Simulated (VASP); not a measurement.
# H11C2NO4 in VASP: notebook, part 2 of 2

VASP 6.6.1.

### Step 5. Single point, LDA

Input file INCAR:

```
PREC = Accurate ; ENCUT = 520
EDIFF = 1E-7 ; ISMEAR = -1
SIGMA = 0.02 ; LREAL = Auto
LASPH = T ; NELM = 60
ALGO = Normal ; ISIF = 2
LWAVE = F ; LCHARG = T
LELF = T ; LVHAR = T
NBANDS = 39
```

Input file KPOINTS:

```
Automatic mesh
0
Gamma
  1 1 1
```

Input file POSCAR:

```
H11C2NO4
1.0
    5.9154820000      0.0000000000      0.0000000000
    0.0000000000      5.9154820000      0.0000000000
    0.0000000000      0.0000000000      5.9154820000
O H C N
4 11 2 1
Direct
    0.3695218750      0.1546619532      0.1288652387
    0.5855651323      0.7293065890      0.1540364758
    0.4765461208      0.9649086921      0.7605973613
    0.2411806849      0.7514011538      0.4657946724
    0.4179879171      0.3193146391      0.1217821303
    0.3999166932      0.1027304284     -0.0349760172
    0.5645524743      0.8952609441      0.1671207858
    0.6568188357      0.6781188752      0.2987922201
    0.3699952092      0.8808918698      0.6573766939
    0.5557788867      0.8430927522      0.8430420378
    0.3296772774      0.7385704157      0.3284601322
    0.0858763496      0.6885829422      0.4432267734
    0.1161866438      0.1672560241      0.5069578438
    0.1107263956      0.2161277813      0.7975512393
   -0.1240304678      0.0529458124      0.6756507754
   -0.0043445319      0.1989356066      0.6509528725
   -0.1257547568      0.3965188297      0.5895715683
   -0.2193396920      0.5552886477      0.5428974342
```

Potentials or basis: VASP PAW LDA potentials, release 64 (O, H, C, N).

On the command line:

```sh
$ cat potpaw_LDA.64/O/POTCAR potpaw_LDA.64/H/POTCAR potpaw_LDA.64/C/POTCAR potpaw_LDA.64/N/POTCAR > POTCAR
$ mpirun -np 1 vasp_gam > vasp.out
```

OUTCAR:

```text
PREC = Accurate
   ENCUT = 520
   EDIFF = 1E-7
   ISMEAR = -1
   LREAL = Auto
   LASPH = T
   NELM = 60
   ISIF = 2

 ion  position               nearest neighbor table
   1  0.370  0.155  0.129-   5 1.02   6 1.03
   2  0.586  0.729  0.154-   7 0.99   8 1.00
   3  0.477  0.965  0.761-  10 0.99   9 1.01
   4  0.241  0.751  0.466-  11 0.97  12 1.00
   5  0.418  0.319  0.122-   1 1.02
   6  0.400  0.103  0.965-   1 1.03
   7  0.565  0.895  0.167-   2 0.99
   8  0.657  0.678  0.299-   2 1.00
   9  0.370  0.881  0.657-   3 1.01
  10  0.556  0.843  0.843-   3 0.99
  11  0.330  0.739  0.328-   4 0.97
  12  0.086  0.689  0.443-   4 1.00
  13  0.116  0.167  0.507-  16 1.13
  14  0.111  0.216  0.798-  16 1.11
  15  0.876  0.053  0.676-  16 1.13
  16  0.996  0.199  0.651-  14 1.11  15 1.13  13 1.13  17 1.42
  17  0.874  0.397  0.590-  18 1.12  16 1.42
  18  0.781  0.555  0.543-  17 1.12

  LATTYP: Found a simple cubic cell.
 ALAT       =     5.9154820000

  Lattice vectors:

 A1 = (   5.9154820000,   0.0000000000,   0.0000000000)
 A2 = (   0.0000000000,   5.9154820000,   0.0000000000)
 A3 = (   0.0000000000,   0.0000000000,   5.9154820000)

Analysis of symmetry for initial positions (statically):
=====================================================================
 Subroutine PRICEL returns:
 Original cell was already a primitive cell.

 Routine SETGRP: Setting up the symmetry group for a
 simple cubic supercell.

 Subroutine GETGRP returns: Found  1 space group operations
 (whereof  1 operations were pure point group operations)
 out of a pool of 48 trial point group operations.

The static configuration has the point symmetry C_1 .

Analysis of symmetry for dynamics (positions and initial velocities):
=====================================================================
 Subroutine PRICEL returns:
 Original cell was already a primitive cell.

 Routine SETGRP: Setting up the symmetry group for a
 simple cubic supercell.

 Subroutine GETGRP returns: Found  1 space group operations
 (whereof  1 operations were pure point group operations)
 out of a pool of 48 trial point group operations.

The dynamic configuration has the point symmetry C_1 .

 Subroutine INISYM returns: Found  1 space group operations
 (whereof  1 operations are pure point group operations),
 and found     1 'primitive' translations

----------------------------------------------------------------------------------------

                                     Primitive cell

  volume of cell :     207.0000

  direct lattice vectors                    reciprocal lattice vectors
     5.915482000  0.000000000  0.000000000     0.169047932  0.000000000  0.000000000
     0.000000000  5.915482000  0.000000000     0.000000000  0.169047932  0.000000000
     0.000000000  0.000000000  5.915482000     0.000000000  0.000000000  0.169047932

  length of vectors
     5.915482000  5.915482000  5.915482000     0.169047932  0.169047932  0.169047932

  position of ions in fractional coordinates (direct lattice)
     0.369521875  0.154661953  0.128865239
     0.585565132  0.729306589  0.154036476
     0.476546121  0.964908692  0.760597361
     0.241180685  0.751401154  0.465794672
     0.417987917  0.319314639  0.121782130
     0.399916693  0.102730428  0.965023983
[... 10 lines left out ...]
     0.874245243  0.396518830  0.589571568
     0.780660308  0.555288648  0.542897434

  ion indices of the primitive-cell ions
   primitive index   ion index
                 1           1
                 2           2
                 3           3
                 4           4
                 5           5
                 6           6
[... 10 lines left out ...]
                17          17
                18          18

----------------------------------------------------------------------------------------

 KPOINTS: Automatic mesh

Automatic generation of k-mesh.
 Grid dimensions read from file:
 generate k-points for:    1    1    1

 Generating k-lattice:

  Cartesian coordinates                     Fractional coordinates (reciprocal lattice)
     0.169047932  0.000000000  0.000000000     1.000000000  0.000000000  0.000000000
     0.000000000  0.169047932  0.000000000     0.000000000  1.000000000  0.000000000
     0.000000000  0.000000000  0.169047932     0.000000000  0.000000000  1.000000000

  Length of vectors
     0.169047932  0.169047932  0.169047932

  Shift w.r.t. Gamma in fractional coordinates (k-lattice)
     0.000000000  0.000000000  0.000000000

 Subroutine IBZKPT returns following result:
 ===========================================

 Found      1 irreducible k-points:

 Following reciprocal coordinates:
            Coordinates               Weight
  0.000000  0.000000  0.000000      1.000000
   k-points           NKPTS =      1   k-points in BZ     NKDIM =      1   number of bands    NBANDS=     39
   number of dos      NEDOS =    301   number of ions     NIONS =     18
   total plane-waves  NPLWV = 110592
   dimension x,y,z NGX =    48 NGY =   48 NGZ =   48
   dimension x,y,z NGXF=    96 NGYF=   96 NGZF=   96
   ions per type =               4  11   2   1
   NGX,Y,Z   is equivalent  to a cutoff of  13.49, 13.49, 13.49 a.u.
   NGXF,Y,Z  is equivalent  to a cutoff of  26.98, 26.98, 26.98 a.u.
 SYSTEM =  unknown system
   PREC   = accura    normal or accurate (medium, high low for compatibility)
   ISTART =      0    job   : 0-new  1-cont  2-samecut
   ICHARG =      2    charge: 1-file 2-atom 10-const
   ISPIN  =      1    spin polarized calculation?
   LNONCOLLINEAR =      F non collinear calculations
   LSORBIT =      F    spin-orbit coupling
   LASPH  =      T    aspherical Exc in radial PAW
   ENCUT  =  520.0 eV  38.22 Ry    6.18 a.u.  11.00 11.00 11.00*2*pi/ulx,y,z
   NELM   =     60;   NELMIN=  2; NELMDL= -5     # of ELM steps
   EDIFF  = 0.1E-06   stopping-criterion for ELM
   LREAL  =      T    real-space projection
   EDIFFG = 0.1E-05   stopping-criterion for IOM
   NSW    =      0    number of steps for IOM
   IBRION =     -1    ionic relax: 0-MD 1-quasi-New 2-CG
   NFREE  =      0    steps in history (QN), initial steepest desc. (CG)
   ISIF   =      2    stress and relaxation
   ISYM   =      2    0-nonsym 1-usesym 2-fastsym
   POTIM  = 0.5000    time-step for ionic-motion
   TEBEG  =    0.0;   TEEND  =   0.0 temperature during run
   PSTRESS=    0.0 pullay stress
   NELECT =      48.0000    total number of electrons
   NUPDOWN=      -1.0000    fix difference up-down
   EMIN   =  10.00;   EMAX   =-10.00  energy-range for DOS
   EFERMI =   0.00;   METHOD = LEGACY
   ISMEAR =    -1;   SIGMA  =   0.02  broadening in eV -4-tet -1-fermi 0-gaus
   EFERMI_NEDOS =   21; number of points for ismear=-14 and -15
   IALGO  =     38    algorithm
   IMIX   =      4    mixing-type and parameters
     AMIX     =   0.40;   BMIX     =  1.00
     AMIX_MAG =   1.60;   BMIX_MAG =  1.00
  volume/ion in A,a.u.               =      11.50        77.61
  Fermi-wavevector in a.u.,A,eV,Ry     =   1.005769  1.900629 13.763275  1.011572
  Thomas-Fermi vector in A             =   2.138470
   LORBIT       =      0    0 simple, 1 ext, 2 COOP (PROOUT), +10 PAW based schemes
   GGA     = CA    functional components
   LHFCALC =     F    Hartree Fock is set to
   AEXX    =    0.0000 exact exchange contribution
   IVDW    =     0    specifies the selected vdW correction
   LEPSILON=     F    determine dielectric tensor
   LRPA    =     F    only Hartree local field effects (RPA)
 non-spin polarized calculation
  energy-cutoff  :      520.00
  volume of cell :      207.00
 maximum number of plane-waves:      2749
 NGX is ok and might be reduce to    42
   NGX = 21   NGY = 21   NGZ = 21

 number of electron      47.9999998 magnetization

 Free energy of the ion-electron system (eV)
  ---------------------------------------------------
  ext. energy  EPLUGINS =         0.00000000
  ---------------------------------------------------
  free energy    TOTEN  =      -101.00165732 eV

  energy without entropy =     -101.00165732  energy(sigma->0) =     -101.00165732

 E-fermi :  -3.4656     XC(G=0):  -6.9879

 val. band max:       -4.0076839484   @ k =   0.0000   0.0000   0.0000
 cond. band min:       1.0012578109   @ k =   0.0000   0.0000   0.0000
 fundamental gap:      5.0089417592
 Fermi energy:        -3.4656345140

 k-point     1 :       0.0000    0.0000    0.0000
  band No.  band energies     occupation
      1     -22.4060      2.00000
      2     -21.7232      2.00000
      3     -21.6389      2.00000
      4     -20.8992      2.00000
      5     -20.6026      2.00000
      6     -16.1041      2.00000
[... 28 lines left out ...]
     35       6.5168      0.00000
     36       6.9213      0.00000
 [bands above 36 left out]

------------------------ aborting loop because EDIFF is reached ----------------------------------------

  FORCE on cell =-STRESS in cart. coord.  units (eV):
  Direction    XX          YY          ZZ          XY          YZ          ZX
  --------------------------------------------------------------------------------------
  -------------------------------------------------------------------------------------
  Total       -1.0769479     -0.0115162     -0.1583084     -3.2165029     -0.1093377      0.5916099
  in kB       -8.3355617     -0.0891350     -1.2253050    -24.8956872     -0.8462725      4.5790521
  external PRESSURE =      -3.2166672 kB  Pullay stress =       0.0000000 kB

 VOLUME and BASIS-vectors are now :
 -----------------------------------------------------------------------------
  energy-cutoff  :      520.00
  volume of cell :      207.00
      direct lattice vectors                 reciprocal lattice vectors
     5.915482000  0.000000000  0.000000000     0.169047932  0.000000000  0.000000000
     0.000000000  5.915482000  0.000000000     0.000000000  0.169047932  0.000000000
     0.000000000  0.000000000  5.915482000     0.000000000  0.000000000  0.169047932

 POSITION                                       TOTAL-FORCE (eV/Angst)
 -----------------------------------------------------------------------------------
      2.18590      0.91490      0.76230         0.533879      1.721378     -0.563739
      3.46390      4.31420      0.91120        -0.166519      0.043960      0.194362
      2.81900      5.70790      4.49930         0.369742     -0.224947      0.140456
      1.42670      4.44490      2.75540        -1.445927     -0.326591      0.845857
      2.47260      1.88890      0.72040        -0.384917     -1.432643      0.356475
      2.36570      0.60770      5.70858        -0.164242     -0.253396      0.260122
[... 10 lines left out ...]
      5.17158      2.34560      3.48760         2.319125     -3.830915      1.843953
      4.61798      3.28480      3.21150        -2.307459      3.941530     -1.534489
 -----------------------------------------------------------------------------------
    total drift:                                0.002824     -0.001834     -0.003651

  FREE ENERGIE OF THE ION-ELECTRON SYSTEM (eV)
  ---------------------------------------------------
  free  energy   TOTEN  =      -101.0016573222 eV

  energy  without entropy=     -101.0016573222  energy(sigma->0) =     -101.00165732
```

Run time: 46 s. Hardware: 1 thread of Intel Xeon 8259CL, shared host; peak memory 0.24 GiB.

What came out:

* Free energy: -101.0017 eV
* Pressure: -0.3 GPa
* Largest force: 4.843 eV/Å

Forces in eV/Å, atoms in the order of the input:
```
O    0.534  1.721 -0.564
O   -0.167  0.044  0.194
O    0.370 -0.225  0.140
O   -1.446 -0.327  0.846
H   -0.385 -1.433  0.356
H   -0.164 -0.253  0.260
H   -0.132  0.214  0.191
H    0.185  0.002 -0.059
H   -0.131 -0.003 -0.298
H   -0.013 -0.003 -0.043
H    0.580 -0.133 -1.044
H    0.776  0.425  0.193
H   -0.378 -0.344  0.203
H   -0.446  0.248  0.214
H    0.332  0.314 -0.167
C    0.473 -0.358 -0.732
C    2.319 -3.831  1.844
N   -2.307  3.942 -1.534
```

Stress tensor (GPa, compression positive):
```
-0.83 -2.49  0.46
-2.49 -0.01 -0.08
 0.46 -0.08 -0.12
```

Levels at points of the mesh, in eV from the Fermi level:
| k point | band 20 | band 21 | band 22 | band 23 | band 24 | band 25 | band 26 | band 27 | band 28 | band 29 |
| --- | --- | --- | --- | --- | --- | --- | --- | --- | --- | --- |
| (0.00, 0.00, 0.00) | -1.65 | -1.18 | -0.97 | -0.65 | -0.54 | 4.47 | 5.65 | 5.84 | 7.90 | 8.07 |

Caveat: the k points lie up to 1.06 Å⁻¹ apart, too coarse for converged energies, forces and pressures; the atoms stand as in a frame of molecular dynamics.

### Step 6. Summary

| cell | pressure (GPa) | largest force (eV/Å) |
| --- | --- | --- |
| as given, atomic positions A | -0.7 | 2.03 |
| as given, atomic positions B | 0.0 | 3.23 |
| as given, atomic positions C | 0.3 | 3.16 |
| as given, atomic positions D | -0.3 | 4.84 |

Alike in all rows: task single point; level LDA; potentials or basis VASP PAW LDA potentials, release 64 (O, H, C, N); no spin polarisation; k mesh 1 × 1 × 1; cutoff (eV) 520; smearing fermi-dirac 0.02 eV.

Caveats: all runs use coarse meshes; the atoms stand as in a frame of molecular dynamics (at least some runs).

Absolute energies hang on the potentials; compare differences alone.
